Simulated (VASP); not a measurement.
Input of a VASP 6.6.1 run:

Contents of INCAR:

```
SYSTEM = Tl
PREC = Accurate
ENCUT = 520
EDIFF = 1E-7
ISMEAR = 0
SIGMA = 0.1
LREAL = .False.
LASPH = .True.
NELM = 100
ALGO = Normal
ISIF = 2
LWAVE = .False.
LCHARG = .False.
GGA = PE
NBANDS = 20
```

KPOINTS

```
Automatic mesh
0
Gamma
  10 10 6
  0 0 0
```

The input POSCAR:

```
Tl
1.0
    3.5902820628      0.0000000000      0.0000000000
   -1.7951410314      3.1092754731      0.0000000000
    0.0000000000      0.0000000000      5.6419406004
Tl
2
Direct
    0.3333333333      0.6666666667      0.2500000000
    0.6666666667      0.3333333333      0.7500000000
```

Potentials or basis: VASP PAW PBE potentials, release 64 (Tl_d).

Command:

```bash
$ cat potpaw_PBE.64/Tl_d/POTCAR > POTCAR
$ mpirun -np 1 vasp_std > vasp.out
```

Task: Predict the band gap on the k mesh.

Result: Zero (bands 13 and 14 overlap by 5.28 eV).

Task: What does it give for the pressure?

Result: -0.1 GPa.

Stress tensor (GPa, compression positive):
```
-0.30  0.00  0.00
 0.00 -0.30  0.00
 0.00  0.00  0.26
```

Caveat: spin-orbit coupling is left out, which moves the levels of the heavy elements.
